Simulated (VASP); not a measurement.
# P in VASP: further runs

P is run at these levels: LDA, PBEsol; tasks: single point.

Everything below comes from runs of VASP 6.6.1. Logs are shortened: lines on timing, memory, paths and dates and some standing lists are left out, and cuts for length are marked.

**1. The cell of the first run**

The cell holds a slab with vacuum, 4 atoms: a = 3.217 Å, b = 34.145 Å, c = 4.538 Å, α = 90.00°, β = 90.00°, γ = 90.00°.

**2. Single point, LDA**

INCAR reads:

```
SYSTEM = P
  PREC = Accurate
  ENCUT = 520
  EDIFF = 1E-6
  ISMEAR = -1
  SIGMA = 0.05
  LREAL = .FALSE.
  LASPH = .TRUE.
  NELM = 100
  ALGO = Normal
  ISIF = 2
  LWAVE = .FALSE.
  LCHARG = .TRUE.
  LELF = .TRUE.
  LVHAR = .TRUE.
  NBANDS = 18
```

KPOINTS reads:

```
regular mesh
0
G
  8 1 6
  0 0 0
```

POSCAR reads:

```
P
1.0
    3.2166940593      0.0000000000      0.0000000000
    0.0000000000     34.1454633489      0.0000000000
    0.0000000000      0.0000000000      4.5375258363
P
4
Direct
    0.5000000000      0.9702614300      0.9078492800
    0.5000000000      0.0297385700      0.0921507200
    0.0000000000      0.0297385700      0.4078492800
    0.0000000000      0.9702614300      0.5921507200
```

Potentials or basis: VASP PAW LDA potentials, release 64 (P).

Command:

```
$ cat potpaw_LDA.64/P/POTCAR > POTCAR
$ mpirun -np 1 vasp_std > vasp.out
```

OUTCAR:

```text
SYSTEM = P
   PREC = Accurate
   ENCUT = 520
   EDIFF = 1E-6
   ISMEAR = -1
   LREAL = .FALSE.
   LASPH = .TRUE.
   NELM = 100
   ISIF = 2

 ion  position               nearest neighbor table
   1  0.500  0.970  0.908-   4 2.15   4 2.15   2 2.20
   2  0.500  0.030  0.092-   3 2.15   3 2.15   1 2.20
   3  0.000  0.030  0.408-   2 2.15   2 2.15   4 2.20
   4  0.000  0.970  0.592-   1 2.15   1 2.15   3 2.20

  LATTYP: Found a simple orthorhombic cell.
 ALAT       =     3.2166940593
 B/A-ratio  =     1.4106177811
 C/A-ratio  =    10.6150795567

  Lattice vectors:

 A1 = (  -3.2166940593,   0.0000000000,   0.0000000000)
 A2 = (   0.0000000000,   0.0000000000,   4.5375258363)
 A3 = (   0.0000000000,  34.1454633489,   0.0000000000)

Analysis of symmetry for initial positions (statically):
=====================================================================
 Subroutine PRICEL returns:
 Original cell was already a primitive cell.

 Routine SETGRP: Setting up the symmetry group for a
 simple orthorhombic supercell.

 Subroutine GETGRP returns: Found  8 space group operations
 (whereof  4 operations were pure point group operations)
 out of a pool of  8 trial point group operations.

The static configuration has the point symmetry C_2h.
 The point group associated with its full space group is D_2h.

Analysis of symmetry for dynamics (positions and initial velocities):
=====================================================================
 Subroutine PRICEL returns:
 Original cell was already a primitive cell.

 Routine SETGRP: Setting up the symmetry group for a
 simple orthorhombic supercell.

 Subroutine GETGRP returns: Found  8 space group operations
 (whereof  4 operations were pure point group operations)
 out of a pool of  8 trial point group operations.

The dynamic configuration has the point symmetry C_2h.
 The point group associated with its full space group is D_2h.

 Subroutine INISYM returns: Found  8 space group operations
 (whereof  4 operations are pure point group operations),
 and found     1 'primitive' translations

----------------------------------------------------------------------------------------

                                     Primitive cell

  volume of cell :     498.3815

  direct lattice vectors                    reciprocal lattice vectors
     3.216694059  0.000000000  0.000000000     0.310878182  0.000000000  0.000000000
     0.000000000 34.145463349  0.000000000     0.000000000  0.029286467  0.000000000
     0.000000000  0.000000000  4.537525836     0.000000000  0.000000000  0.220384420

  length of vectors
     3.216694059 34.145463349  4.537525836     0.310878182  0.029286467  0.220384420

  position of ions in fractional coordinates (direct lattice)
     0.500000000  0.970261430  0.907849280
     0.500000000  0.029738570  0.092150720
     0.000000000  0.029738570  0.407849280
     0.000000000  0.970261430  0.592150720

  ion indices of the primitive-cell ions
   primitive index   ion index
                 1           1
                 2           2
                 3           3
                 4           4

----------------------------------------------------------------------------------------

 KPOINTS: regular mesh

Automatic generation of k-mesh.
 Grid dimensions read from file:
 generate k-points for:    8    1    6

 Generating k-lattice:

  Cartesian coordinates                     Fractional coordinates (reciprocal lattice)
     0.038859773  0.000000000  0.000000000     0.125000000  0.000000000  0.000000000
     0.000000000  0.029286467  0.000000000     0.000000000  1.000000000  0.000000000
     0.000000000  0.000000000  0.036730737     0.000000000  0.000000000  0.166666667

  Length of vectors
     0.038859773  0.029286467  0.036730737

  Shift w.r.t. Gamma in fractional coordinates (k-lattice)
     0.000000000  0.000000000  0.000000000

 Subroutine IBZKPT returns following result:
 ===========================================

 Found     20 irreducible k-points:

 Following reciprocal coordinates:
            Coordinates               Weight
  0.000000  0.000000  0.000000      1.000000
  0.125000  0.000000  0.000000      2.000000
  0.250000  0.000000  0.000000      2.000000
  0.375000  0.000000  0.000000      2.000000
  0.500000  0.000000  0.000000      1.000000
  0.000000  0.000000  0.166667      2.000000
[... 12 lines left out ...]
  0.375000  0.000000  0.500000      2.000000
  0.500000  0.000000  0.500000      1.000000
   k-points           NKPTS =     20   k-points in BZ     NKDIM =     20   number of bands    NBANDS=     18
   number of dos      NEDOS =    301   number of ions     NIONS =      4
   total plane-waves  NPLWV = 221184
   dimension x,y,z NGX =    24 NGY =  256 NGZ =   36
   dimension x,y,z NGXF=    48 NGYF=  512 NGZF=   72
   ions per type =               4
   NGX,Y,Z   is equivalent  to a cutoff of  12.40, 12.46, 13.19 a.u.
   NGXF,Y,Z  is equivalent  to a cutoff of  24.81, 24.93, 26.38 a.u.
 SYSTEM =  P
   PREC   = accura    normal or accurate (medium, high low for compatibility)
   ISTART =      0    job   : 0-new  1-cont  2-samecut
   ICHARG =      2    charge: 1-file 2-atom 10-const
   ISPIN  =      1    spin polarized calculation?
   LNONCOLLINEAR =      F non collinear calculations
   LSORBIT =      F    spin-orbit coupling
   LASPH  =      T    aspherical Exc in radial PAW
   ENCUT  =  520.0 eV  38.22 Ry    6.18 a.u.   5.98 63.49  8.44*2*pi/ulx,y,z
   NELM   =    100;   NELMIN=  2; NELMDL= -5     # of ELM steps
   EDIFF  = 0.1E-05   stopping-criterion for ELM
   LREAL  =      F    real-space projection
[... 7 lines left out ...]
   TEBEG  =    0.0;   TEEND  =   0.0 temperature during run
   PSTRESS=    0.0 pullay stress
   NELECT =      20.0000    total number of electrons
   NUPDOWN=      -1.0000    fix difference up-down
   EMIN   =  10.00;   EMAX   =-10.00  energy-range for DOS
   EFERMI =   0.00;   METHOD = LEGACY
   ISMEAR =    -1;   SIGMA  =   0.05  broadening in eV -4-tet -1-fermi 0-gaus
   EFERMI_NEDOS =   21; number of points for ismear=-14 and -15
   IALGO  =     38    algorithm
   IMIX   =      4    mixing-type and parameters
     AMIX     =   0.40;   BMIX     =  1.00
     AMIX_MAG =   1.60;   BMIX_MAG =  1.00
  volume/ion in A,a.u.               =     124.60       840.81
  Fermi-wavevector in a.u.,A,eV,Ry     =   0.560485  1.059164  4.274185  0.314144
  Thomas-Fermi vector in A             =   1.596379
   LORBIT       =      0    0 simple, 1 ext, 2 COOP (PROOUT), +10 PAW based schemes
   GGA     = CA    functional components
   LHFCALC =     F    Hartree Fock is set to
   AEXX    =    0.0000 exact exchange contribution
   IVDW    =     0    specifies the selected vdW correction
   LEPSILON=     F    determine dielectric tensor
   LRPA    =     F    only Hartree local field effects (RPA)
 non-spin polarized calculation
  energy-cutoff  :      520.00
  volume of cell :      498.38
 maximum number of plane-waves:     13508
 NGX is ok and might be reduce to    24
   NGX = 11   NGY =127   NGZ = 17

 number of electron      19.9999998 magnetization

 Free energy of the ion-electron system (eV)
  ---------------------------------------------------
  ext. energy  EPLUGINS =         0.00000000
  ---------------------------------------------------
  free energy    TOTEN  =       -23.69504122 eV

  energy without entropy =      -23.69501993  energy(sigma->0) =      -23.69503057

 E-fermi :  -3.0133     XC(G=0):  -1.8535

 val. band max:       -3.4359856019   @ k =   0.1250   0.0000   0.0000
 cond. band min:      -2.6351312484   @ k =   0.0000   0.0000   0.0000
 fundamental gap:      0.8008543535
 Fermi energy:        -3.0132831373

 k-point     1 :       0.0000    0.0000    0.0000
  band No.  band energies     occupation
      1     -19.0841      2.00000
      2     -16.4210      2.00000
      3     -12.8897      2.00000
      4      -9.5693      2.00000
      5      -8.4225      2.00000
      6      -7.9558      2.00000
[... 10 lines left out ...]
     17       1.7345      0.00000
     18       1.8708      0.00000

 k-point     2 :       0.1250    0.0000    0.0000
  band No.  band energies     occupation
      1     -18.8864      2.00000
      2     -16.2163      2.00000
      3     -12.9496      2.00000
      4      -9.4208      2.00000
      5      -8.2442      2.00000
      6      -8.1244      2.00000
[... 10 lines left out ...]
     17       1.9614      0.00000
     18       1.9846      0.00000

 k-point     3 :       0.2500    0.0000    0.0000
  band No.  band energies     occupation
      1     -18.2990      2.00000
      2     -15.6046      2.00000
      3     -13.4212      2.00000
      4      -9.5272      2.00000
      5      -9.3051      2.00000
      6      -9.0237      2.00000
[... 10 lines left out ...]
     17       2.0610      0.00000
     18       2.6405      0.00000

 k-point     4 :       0.3750    0.0000    0.0000
  band No.  band energies     occupation
      1     -17.3426      2.00000
      2     -14.6242      2.00000
      3     -14.5946      2.00000
      4     -11.4721      2.00000
      5      -9.3694      2.00000
      6      -8.6285      2.00000
[... 291 lines left out ...]
      4     -12.0047      2.00000
      5      -9.3128      2.00000
      6      -9.3128      2.00000
[... 10 lines left out ...]
     17       3.0735      0.00000
     18       3.0735      0.00000

 k-point    19 :       0.3750    0.0000    0.5000
  band No.  band energies     occupation
      1     -16.3022      2.00000
      2     -16.3022      2.00000
      3     -12.8694      2.00000
      4     -12.8694      2.00000
      5      -9.5001      2.00000
      6      -9.5001      2.00000
[... 10 lines left out ...]
     17       3.2461      0.00000
     18       3.2461      0.00000

 k-point    20 :       0.5000    0.0000    0.5000
  band No.  band energies     occupation
      1     -15.6533      2.00000
      2     -15.6533      2.00000
      3     -13.7024      2.00000
      4     -13.7024      2.00000
      5      -8.8001      2.00000
      6      -8.8001      2.00000
[... 10 lines left out ...]
     17       3.0481      0.00000
     18       3.0481      0.00000

------------------------ aborting loop because EDIFF is reached ----------------------------------------

  FORCE on cell =-STRESS in cart. coord.  units (eV):
  Direction    XX          YY          ZZ          XY          YZ          ZX
  --------------------------------------------------------------------------------------
  -------------------------------------------------------------------------------------
  Total        1.7219354      1.4827832      1.3376639      0.0000000      0.0000000      0.0000000
  in kB        5.5356110      4.7667939      4.3002699      0.0000000      0.0000000      0.0000000
  external PRESSURE =       4.8675583 kB  Pullay stress =       0.0000000 kB

 VOLUME and BASIS-vectors are now :
 -----------------------------------------------------------------------------
  energy-cutoff  :      520.00
  volume of cell :      498.38
      direct lattice vectors                 reciprocal lattice vectors
     3.216694059  0.000000000  0.000000000     0.310878182  0.000000000  0.000000000
     0.000000000 34.145463349  0.000000000     0.000000000  0.029286467  0.000000000
     0.000000000  0.000000000  4.537525836     0.000000000  0.000000000  0.220384420

 POSITION                                       TOTAL-FORCE (eV/Angst)
 -----------------------------------------------------------------------------------
      1.60835     33.13003      4.11939         0.000000     -0.369293      0.496649
      1.60835      1.01544      0.41814         0.000000      0.369293     -0.496649
      0.00000      1.01544      1.85063         0.000000      0.369293      0.496649
      0.00000     33.13003      2.68690         0.000000     -0.369293     -0.496649
 -----------------------------------------------------------------------------------
    total drift:                               -0.000000      0.000000     -0.000000

  FREE ENERGIE OF THE ION-ELECTRON SYSTEM (eV)
  ---------------------------------------------------
  free  energy   TOTEN  =       -23.6950412187 eV

  energy  without entropy=      -23.6950199261  energy(sigma->0) =      -23.69503057
```

It took 5.7 min on 1 thread of Intel Xeon 8259CL, shared host; peak memory 0.43 GiB.

What came out:

```
Free energy            : -23.6950 eV
Largest force          : 0.619 eV/Å
Band gap on the k mesh : 0.80 eV, indirect (least direct gap 0.83 eV)
```

Forces on the atoms (eV/Å):
```
P    0.000 -0.369  0.497
P    0.000  0.369 -0.497
P    0.000  0.369  0.497
P    0.000 -0.369 -0.497
```

**3. Single point, LDA**

INCAR reads:

```
SYSTEM = P
PREC = Accurate
ENCUT = 520
EDIFF = 1E-7
ISMEAR = -1
SIGMA = 0.05
LREAL = .FALSE.
LASPH = .TRUE.
NELM = 60
ALGO = Normal
ISIF = 2
LWAVE = .FALSE.
LCHARG = .FALSE.
GGA = CA
NBANDS = 18
```

KPOINTS reads:

```
Automatic mesh
0
G
  8 1 6
  0 0 0
```

POSCAR is that of step 2.

Potentials or basis: VASP PAW LDA potentials, release 64 (P).

Command:

```
$ cat potpaw_LDA.64/P/POTCAR > POTCAR
$ mpirun -np 1 vasp_std > vasp.out
```

OUTCAR:

```text
SYSTEM = P
   PREC = Accurate
   ENCUT = 520
   EDIFF = 1E-7
   ISMEAR = -1
   LREAL = .FALSE.
   LASPH = .TRUE.
   NELM = 60
   ISIF = 2
   GGA = CA

 ion  position               nearest neighbor table
   1  0.500  0.970  0.908-   4 2.15   4 2.15   2 2.20
   2  0.500  0.030  0.092-   3 2.15   3 2.15   1 2.20
   3  0.000  0.030  0.408-   2 2.15   2 2.15   4 2.20
   4  0.000  0.970  0.592-   1 2.15   1 2.15   3 2.20

  LATTYP: Found a simple orthorhombic cell.
 ALAT       =     3.2166940593
 B/A-ratio  =     1.4106177811
 C/A-ratio  =    10.6150795567

  Lattice vectors:

 A1 = (  -3.2166940593,   0.0000000000,   0.0000000000)
 A2 = (   0.0000000000,   0.0000000000,   4.5375258363)
 A3 = (   0.0000000000,  34.1454633489,   0.0000000000)

Analysis of symmetry for initial positions (statically):
=====================================================================
 Subroutine PRICEL returns:
 Original cell was already a primitive cell.

 Routine SETGRP: Setting up the symmetry group for a
 simple orthorhombic supercell.

[... 164 lines left out ...]

  energy without entropy =      -23.69502009  energy(sigma->0) =      -23.69503074

 E-fermi :  -3.0133     XC(G=0):  -1.8489

 val. band max:       -3.4359688210   @ k =   0.1250   0.0000   0.0000
 cond. band min:      -2.6351156018   @ k =   0.0000   0.0000   0.0000
 fundamental gap:      0.8008532192
 Fermi energy:        -3.0132668653

 k-point     1 :       0.0000    0.0000    0.0000
  band No.  band energies     occupation
      1     -19.0840      2.00000
      2     -16.4210      2.00000
      3     -12.8897      2.00000
      4      -9.5693      2.00000
      5      -8.4224      2.00000
      6      -7.9558      2.00000
[... 397 lines left out ...]
      5      -8.8001      2.00000
      6      -8.8001      2.00000
[... 10 lines left out ...]
     17       3.0481      0.00000
     18       3.0481      0.00000

------------------------ aborting loop because EDIFF is reached ----------------------------------------

  FORCE on cell =-STRESS in cart. coord.  units (eV):
  Direction    XX          YY          ZZ          XY          YZ          ZX
  --------------------------------------------------------------------------------------
  -------------------------------------------------------------------------------------
  Total        1.7219550      1.4827709      1.3376901      0.0000000      0.0000000      0.0000000
  in kB        5.5356739      4.7667544      4.3003541      0.0000000      0.0000000      0.0000000
  external PRESSURE =       4.8675941 kB  Pullay stress =       0.0000000 kB

 VOLUME and BASIS-vectors are now :
 -----------------------------------------------------------------------------
  energy-cutoff  :      520.00
  volume of cell :      498.38
      direct lattice vectors                 reciprocal lattice vectors
     3.216694059  0.000000000  0.000000000     0.310878182  0.000000000  0.000000000
     0.000000000 34.145463349  0.000000000     0.000000000  0.029286467  0.000000000
     0.000000000  0.000000000  4.537525836     0.000000000  0.000000000  0.220384420

 POSITION                                       TOTAL-FORCE (eV/Angst)
 -----------------------------------------------------------------------------------
      1.60835     33.13003      4.11939         0.000000     -0.369287      0.496651
      1.60835      1.01544      0.41814         0.000000      0.369287     -0.496651
      0.00000      1.01544      1.85063         0.000000      0.369287      0.496651
      0.00000     33.13003      2.68690         0.000000     -0.369287     -0.496651
 -----------------------------------------------------------------------------------
    total drift:                               -0.000000      0.000000     -0.000000

  FREE ENERGIE OF THE ION-ELECTRON SYSTEM (eV)
  ---------------------------------------------------
  free  energy   TOTEN  =       -23.6950413817 eV

  energy  without entropy=      -23.6950200889  energy(sigma->0) =      -23.69503074
```

OSZICAR:

```text
N       E                     dE             d eps       ncg     rms          rms(c)
DAV:   1     0.138565771652E+03    0.13857E+03   -0.56738E+03   728   0.728E+02
DAV:   2    -0.515771267637E+01   -0.14372E+03   -0.13249E+03  1150   0.135E+02
DAV:   3    -0.236560920443E+02   -0.18498E+02   -0.18411E+02   966   0.586E+01
DAV:   4    -0.240655537758E+02   -0.40946E+00   -0.40854E+00  1012   0.112E+01
[... 16 lines left out ...]
DAV:  21    -0.236950389816E+02   -0.13925E-05   -0.15851E-08   804   0.506E-04    0.268E-04
DAV:  22    -0.236950408621E+02   -0.18805E-05   -0.38945E-08   668   0.475E-04    0.353E-04
DAV:  23    -0.236950411463E+02   -0.28421E-06   -0.24829E-09   744   0.156E-04    0.831E-05
DAV:  24    -0.236950413461E+02   -0.19982E-06   -0.14685E-09   680   0.115E-04    0.193E-04
DAV:  25    -0.236950413817E+02   -0.35581E-07    0.14117E-10   650   0.462E-05
   1 F= -.23695041E+02 E0= -.23695031E+02  d E =-.212928E-04
```

stdout:

```text
POSCAR found type information on POSCAR P
 POSCAR found :  1 types and       4 ions
 scaLAPACK will be used
 LDA part: xc-table for (Slater(with rela. corr.)+CA(PZ))
 , standard interpolation
 POSCAR, INCAR and KPOINTS ok, starting setup
 FFT: planning ... GRIDC
 FFT: planning ... GRID_SOFT
 FFT: planning ... GRID
 WAVECAR not read
 entering main loop
```

It took 6 min on 1 thread of Intel Xeon 8259CL, shared host; peak memory 0.44 GiB.

Results:

```
Free energy            : -23.6950 eV
Largest force          : 0.619 eV/Å
Band gap on the k mesh : 0.80 eV, indirect (least direct gap 0.83 eV)
```

Forces on the atoms (eV/Å):
```
P    0.000 -0.369  0.497
P    0.000  0.369 -0.497
P    0.000  0.369  0.497
P    0.000 -0.369 -0.497
```

[end of part 1 of 2]
